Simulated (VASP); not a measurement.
Set up this calculation in VASP 6.6.1, as the native input.

| Item | Value |
| --- | --- |
| Task | single point |
| Functional | PBE |
| Potentials or basis | VASP PAW PBE potentials, release 64 (As) |
| Cutoff | 520 eV |
| k mesh | 9 × 9 × 9 |
| Occupations | gaussian, width 0.029 eV |
| Spin | no spin polarisation |
| Dipole correction | no |
| Further INCAR settings | ALGO = Normal; EDIFF = 1e-06; NBANDS = 12 |

The structure of As lies in POSCAR:

```
As
1.0
    1.8807968987      1.0858785957      3.5140619945
   -1.8807968987      1.0858785957      3.5140619945
    0.0000000000     -2.1717571915      3.5140619945
As
2
Direct
    0.2260000000      0.2260000000      0.2260000000
    0.7740000000      0.7740000000      0.7740000000
```

One way to write it, as run:

INCAR

```
PREC     = Accurate       # precision mode
ENCUT    = 520            # plane-wave cutoff, eV
EDIFF    = 1E-6           # SCF threshold, eV
ISMEAR   = 0              # smearing method
SIGMA    = 0.028999999999999998 # smearing width, eV
LREAL    = False          # projectors in reciprocal space
LASPH    = True           # aspherical terms in the spheres
NELM     = 100            # most SCF steps
ALGO     = Normal         # electronic algorithm
ISIF     = 2              # what is computed and relaxed
LWAVE    = False          # write WAVECAR
LCHARG   = False          # write CHGCAR
GGA      = PE             # functional
NBANDS   = 12             # bands
```

KPOINTS

```
Automatic mesh
0
Gamma
  9 9 9
```

Potentials or basis: VASP PAW PBE potentials, release 64 (As).

Command:

```sh
$ cat potpaw_PBE.64/As/POTCAR > POTCAR
$ mpirun -np 1 vasp_std > vasp.out
```

It gave:

```json
{
 "Pressure": "4.1 GPa",
 "Largest force": "0.491 eV/Å",
 "Band gap on the k mesh": "zero (band 5 reaches 5.50 eV, above the bottom of band 6 at 5.39 eV)"
}
```

It took 28 s on 1 thread of Intel(R) Xeon(R) Platinum 8259CL CPU @ 2.50GHz (Skylake/Cascade Lake), with other jobs on the host, peak memory 0.18 GiB.
